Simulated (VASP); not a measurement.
# Ti (P6/mmm) in VASP: relaxation of shape and atoms at fixed volume with PBEsol

Aim: the relaxation of shape and atoms at fixed volume of Ti with PBEsol.

Program: VASP 6.6.1. These are calculated values, not measurements. Logs are shortened: lines on timing, memory, paths and dates and some standing lists are left out, and cuts for length are marked.

### Step 1. The cell of the first run

It takes space group P6/mmm (No. 191, hexagonal). The conventional cell has a = 4.553 Å, b = 4.553 Å, c = 2.815 Å, α = 90.00°, β = 90.00°, γ = 120.00°. Within 3.7 Å of Ti (site symmetry 6/mmm) lie 14 Ti at 2.82 to 2.98 Å. Within 3.5 Å of Ti (site symmetry -6m2) lie 11 Ti at 2.63 to 2.98 Å.

This isn't the form of Ti at room conditions, which is hcp.

### Step 2. Relaxation of shape and atoms at fixed volume, PBEsol (16.85 Å³/atom)

Input file INCAR:

```
SYSTEM = Ti
PREC = Accurate ; ENCUT = 600
EDIFF = 1E-7 ; ISMEAR = -1
SIGMA = 0.15 ; LREAL = .FALSE.
LASPH = .TRUE. ; NELM = 60
ALGO = Fast ; ISIF = 4
LWAVE = .FALSE. ; LCHARG = .FALSE.
GGA = PS ; IBRION = 2
NSW = 80 ; EDIFFG = -0.001
```

Input file KPOINTS:

```
regular mesh
0
G
  12 12 14
  0 0 0
```

Input file POSCAR:

```
Ti
1.0
    4.5534720692      0.0000000000      0.0000000000
   -2.2767360346      3.9434224874      0.0000000000
    0.0000000000      0.0000000000      2.8152336143
Ti
3
Direct
    0.0000000000      0.0000000000      0.0000000000
    0.3333333333      0.6666666667      0.5000000000
    0.6666666667      0.3333333333      0.5000000000
```

Potentials or basis: VASP PAW PBE potentials, release 64 (Ti_sv).

Run with:

```
$ cat potpaw_PBE.64/Ti_sv/POTCAR > POTCAR
$ mpirun -np 1 vasp_std > vasp.out
```

OUTCAR:

```text
SYSTEM = Ti
   PREC = Accurate
   ENCUT = 600
   EDIFF = 1E-7
   ISMEAR = -1
   LREAL = .FALSE.
   LASPH = .TRUE.
   NELM = 60
   ISIF = 4
   GGA = PS
   IBRION = 2
   NSW = 80
   EDIFFG = -0.001

 ion  position               nearest neighbor table
   1  0.000  0.000  0.000-
   2  0.333  0.667  0.500-   3 2.63   3 2.63   3 2.63
   3  0.667  0.333  0.500-   2 2.63   2 2.63   2 2.63

  LATTYP: Found a hexagonal cell.
 ALAT       =     4.5534720692
 C/A-ratio  =     0.6182608725

  Lattice vectors:

 A1 = (   4.5534720692,   0.0000000000,   0.0000000000)
 A2 = (  -2.2767360346,   3.9434224874,   0.0000000000)
 A3 = (   0.0000000000,   0.0000000000,   2.8152336143)

Analysis of symmetry for initial positions (statically):
=====================================================================
 Subroutine PRICEL returns:
 Original cell was already a primitive cell.

 Routine SETGRP: Setting up the symmetry group for a
 hexagonal supercell.

 Subroutine GETGRP returns: Found 24 space group operations
 (whereof 24 operations were pure point group operations)
 out of a pool of 24 trial point group operations.

The static configuration has the point symmetry D_6h.

Analysis of symmetry for dynamics (positions and initial velocities):
=====================================================================
 Subroutine PRICEL returns:
 Original cell was already a primitive cell.

 Routine SETGRP: Setting up the symmetry group for a
 hexagonal supercell.

 Subroutine GETGRP returns: Found 24 space group operations
 (whereof 24 operations were pure point group operations)
 out of a pool of 24 trial point group operations.

The dynamic configuration has the point symmetry D_6h.

 Subroutine INISYM returns: Found 24 space group operations
 (whereof 24 operations are pure point group operations),
 and found     1 'primitive' translations

----------------------------------------------------------------------------------------

                                     Primitive cell

  volume of cell :      50.5511

  direct lattice vectors                    reciprocal lattice vectors
     4.553472069  0.000000000  0.000000000     0.219612635  0.126793414  0.000000000
    -2.276736035  3.943422487  0.000000000     0.000000000  0.253586828  0.000000000
     0.000000000  0.000000000  2.815233614     0.000000000  0.000000000  0.355210308

  length of vectors
     4.553472069  4.553472069  2.815233614     0.253586828  0.253586828  0.355210308

  position of ions in fractional coordinates (direct lattice)
     0.000000000  0.000000000  0.000000000
     0.333333333  0.666666667  0.500000000
     0.666666667  0.333333333  0.500000000

  ion indices of the primitive-cell ions
   primitive index   ion index
                 1           1
                 2           2
                 3           3

----------------------------------------------------------------------------------------

 KPOINTS: regular mesh

Automatic generation of k-mesh.
 Grid dimensions read from file:
 generate k-points for:   12   12   14

 Generating k-lattice:

  Cartesian coordinates                     Fractional coordinates (reciprocal lattice)
     0.018301053  0.010566118  0.000000000     0.083333333 -0.000000000  0.000000000
     0.000000000  0.021132236  0.000000000     0.000000000  0.083333333  0.000000000
     0.000000000  0.000000000  0.025372165     0.000000000  0.000000000  0.071428571

  Length of vectors
     0.021132236  0.021132236  0.025372165

  Shift w.r.t. Gamma in fractional coordinates (k-lattice)
     0.000000000  0.000000000  0.000000000

 Subroutine IBZKPT returns following result:
 ===========================================

 Found    152 irreducible k-points:

 Following reciprocal coordinates:
            Coordinates               Weight
  0.000000  0.000000  0.000000      1.000000
  0.083333 -0.000000  0.000000      6.000000
  0.166667 -0.000000  0.000000      6.000000
  0.250000 -0.000000  0.000000      6.000000
  0.333333 -0.000000  0.000000      6.000000
  0.416667 -0.000000  0.000000      6.000000
[... 16 lines left out ...]
  0.250000 -0.000000  0.071429     12.000000
  0.333333 -0.000000  0.071429     12.000000
 [... further k-points ...]
   k-points           NKPTS =    152   k-points in BZ     NKDIM =    152   number of bands    NBANDS=     22
   number of dos      NEDOS =    301   number of ions     NIONS =      3
   total plane-waves  NPLWV =  31104
   dimension x,y,z NGX =    36 NGY =   36 NGZ =   24
   dimension x,y,z NGXF=    72 NGYF=   72 NGZF=   48
   ions per type =               3
   NGX,Y,Z   is equivalent  to a cutoff of  13.14, 13.14, 14.17 a.u.
   NGXF,Y,Z  is equivalent  to a cutoff of  26.29, 26.29, 28.35 a.u.
 SYSTEM =  Ti
   PREC   = accura    normal or accurate (medium, high low for compatibility)
   ISTART =      0    job   : 0-new  1-cont  2-samecut
   ICHARG =      2    charge: 1-file 2-atom 10-const
   ISPIN  =      1    spin polarized calculation?
   LNONCOLLINEAR =      F non collinear calculations
   LSORBIT =      F    spin-orbit coupling
   LASPH  =      T    aspherical Exc in radial PAW
   ENCUT  =  600.0 eV  44.10 Ry    6.64 a.u.   9.09  9.09  5.62*2*pi/ulx,y,z
   NELM   =     60;   NELMIN=  2; NELMDL= -5     # of ELM steps
   EDIFF  = 0.1E-06   stopping-criterion for ELM
   LREAL  =      F    real-space projection
   EDIFFG = -.1E-02   stopping-criterion for IOM
   NSW    =     80    number of steps for IOM
   IBRION =      2    ionic relax: 0-MD 1-quasi-New 2-CG
   NFREE  =      1    steps in history (QN), initial steepest desc. (CG)
   ISIF   =      4    stress and relaxation
   ISYM   =      2    0-nonsym 1-usesym 2-fastsym
   POTIM  = 0.5000    time-step for ionic-motion
   TEBEG  =    0.0;   TEEND  =   0.0 temperature during run
   PSTRESS=    0.0 pullay stress
   NELECT =      36.0000    total number of electrons
   NUPDOWN=      -1.0000    fix difference up-down
   EMIN   =  10.00;   EMAX   =-10.00  energy-range for DOS
   EFERMI =   0.00;   METHOD = LEGACY
   ISMEAR =    -1;   SIGMA  =   0.15  broadening in eV -4-tet -1-fermi 0-gaus
   EFERMI_NEDOS =   21; number of points for ismear=-14 and -15
   IALGO  =     68    algorithm
   IMIX   =      4    mixing-type and parameters
     AMIX     =   0.40;   BMIX     =  1.00
     AMIX_MAG =   1.60;   BMIX_MAG =  1.00
  volume/ion in A,a.u.               =      16.85       113.71
  Fermi-wavevector in a.u.,A,eV,Ry     =   1.461949  2.762683 29.079658  2.137295
  Thomas-Fermi vector in A             =   2.578220
   LORBIT       =      0    0 simple, 1 ext, 2 COOP (PROOUT), +10 PAW based schemes
   GGA     = PS    functional components
   LHFCALC =     F    Hartree Fock is set to
   AEXX    =    0.0000 exact exchange contribution
   IVDW    =     0    specifies the selected vdW correction
   LEPSILON=     F    determine dielectric tensor
   LRPA    =     F    only Hartree local field effects (RPA)
 conjugate gradient relaxation of ions
 non-spin polarized calculation
 RMM-DIIS sequential band-by-band and
  energy-cutoff  :      600.00
  volume of cell :       50.55
 maximum number of plane-waves:      1716
   NGX = 19   NGY = 19   NGZ = 11

--------------------------------------- Ionic step        1  -------------------------------------------

 number of electron      35.9999995 magnetization

 Free energy of the ion-electron system (eV)
  ---------------------------------------------------
  ext. energy  EPLUGINS =         0.00000000
  ---------------------------------------------------
  free energy    TOTEN  =       -25.16463897 eV

  energy without entropy =      -24.90444803  energy(sigma->0) =      -25.03454350

------------------------ aborting loop EDIFF was not reached (unconverged)  ----------------------------

  FORCE on cell =-STRESS in cart. coord.  units (eV):
  Direction    XX          YY          ZZ          XY          YZ          ZX
  --------------------------------------------------------------------------------------
  -------------------------------------------------------------------------------------
  Total       -0.8200049     -0.8200049     -0.8606523      0.0000000      0.0000000      0.0000000
  in kB      -25.9894202    -25.9894202    -27.2777100      0.0000000      0.0000000      0.0000000
  external PRESSURE =     -26.4188501 kB  Pullay stress =       0.0000000 kB

 VOLUME and BASIS-vectors are now :
 -----------------------------------------------------------------------------
  energy-cutoff  :      600.00
  volume of cell :       50.55
      direct lattice vectors                 reciprocal lattice vectors
     4.553472069  0.000000000  0.000000000     0.219612635  0.126793414  0.000000000
    -2.276736035  3.943422487  0.000000000     0.000000000  0.253586828  0.000000000
     0.000000000  0.000000000  2.815233614     0.000000000  0.000000000  0.355210308
[... 124 lines left out ...]
  energy  without entropy=      -24.9041411839  energy(sigma->0) =      -25.03443903

--------------------------------------- Ionic step        5  -------------------------------------------

 number of electron      35.9999994 magnetization

 Free energy of the ion-electron system (eV)
  ---------------------------------------------------
  ext. energy  EPLUGINS =         0.00000000
  ---------------------------------------------------
  free energy    TOTEN  =       -25.16473697 eV

  energy without entropy =      -24.90412842  energy(sigma->0) =      -25.03443269

 E-fermi :   8.3871     XC(G=0): -11.7784

 val. band max:        8.3844476267   @ k =   0.3333   0.3333   0.2143
 cond. band min:       8.3890774699   @ k =   0.3333   0.1667   0.0714
 fundamental gap:      0.0046298432
 Fermi energy:         8.3871418818

 k-point     1 :       0.0000    0.0000    0.0000
  band No.  band energies     occupation
      1     -48.1562      2.00000
      2     -47.9401      2.00000
      3     -47.7703      2.00000
      4     -24.5746      2.00000
      5     -24.5746      2.00000
      6     -24.5262      2.00000
[... 574 lines left out ...]
      6     -24.3433      2.00000
[... 14 lines left out ...]
     21       9.0763      0.02002
     22       9.5933      0.00064

 [... further k-points ...]
[... 5 lines left out ...]
  --------------------------------------------------------------------------------------
  -------------------------------------------------------------------------------------
  Total       -0.7784720     -0.7784720     -0.7816982      0.0000000     -0.0000000      0.0000000
  in kB      -24.6730683    -24.6730683    -24.7753187      0.0000000     -0.0000000      0.0000000
  external PRESSURE =     -24.7071517 kB  Pullay stress =       0.0000000 kB
[... 18 lines left out ...]
  FREE ENERGIE OF THE ION-ELECTRON SYSTEM (eV)
  ---------------------------------------------------
  free  energy   TOTEN  =       -25.1647369668 eV

  energy  without entropy=      -24.9041284205  energy(sigma->0) =      -25.03443269

 reached required accuracy - stopping structural energy minimisation
```

Wall time 13 min (1 thread of Oxide Virtual Turin-like, shared host); peak memory 0.27 GiB.

Results:

| Item | Value |
| --- | --- |
| Free energy | -25.1647 eV |
| Energy gained by relaxing | 0.0 meV/atom |
| Ionic steps | 5 |
| Pressure after relaxing | -2.5 GPa |
| Band gap on the k mesh | zero (bands 18 and 19 overlap by 0.29 eV) |

Final structure:
```yaml
crystal:
  lattice:
    - [4.55452, 0.00000, 0.00000]
    - [-2.27726, 3.94433, 0.00000]
    - [0.00000, 0.00000, 2.81394]
  atoms:
    - { symbol: Ti, position: [0.00000, 0.00000, 0.00000] }
    - { symbol: Ti, position: [0.33333, 0.66667, 0.50000] }
    - { symbol: Ti, position: [0.66667, 0.33333, 0.50000] }
```

Caveat: the PAW data sets were made with another functional, which shifts forces and pressure a little.
